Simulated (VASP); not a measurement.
A run of VASP 6.6.1 is set up as follows.

The input INCAR:

```
  PREC = Accurate
  ENCUT = 520
  EDIFF = 1E-7
  ISMEAR = 0
  SIGMA = 0.028000000000000004
  LREAL = False
  LASPH = True
  NELM = 100
  ALGO = Normal
  ISIF = 2
  LWAVE = False
  LCHARG = False
  GGA = PE
  NBANDS = 19
```

The input KPOINTS:

```
regular mesh
0
Gamma
  8 8 4
```

Contents of POSCAR:

```
TiTe2
1.0
    3.7770000000      0.0000000000      0.0000000000
   -1.8885000000      3.2709779501      0.0000000000
    0.0000000000      0.0000000000      6.4980000000
Te Ti
2 1
Direct
    0.3333333333      0.6666666667      0.7372000000
    0.6666666667      0.3333333333      0.2628000000
    0.0000000000      0.0000000000      0.0000000000
```

Potentials or basis: VASP PAW PBE potentials, release 64 (Te, Ti_sv).

Run with:

```console
$ cat potpaw_PBE.64/Te/POTCAR potpaw_PBE.64/Ti_sv/POTCAR > POTCAR
$ mpirun -np 1 vasp_std > vasp.out
```

Q: Predict the pressure.

A: 0.9 GPa.

Q: Predict the largest force.

A: 0.017 eV/Å.

Stress tensor (GPa, compression positive):
```
0.70 0.00 0.00
0.00 0.70 0.00
0.00 0.00 1.24
```

Caveat: this functional lacks dispersion, which binds layers or chains, so the pressure and a relaxed spacing across them are unreliable.
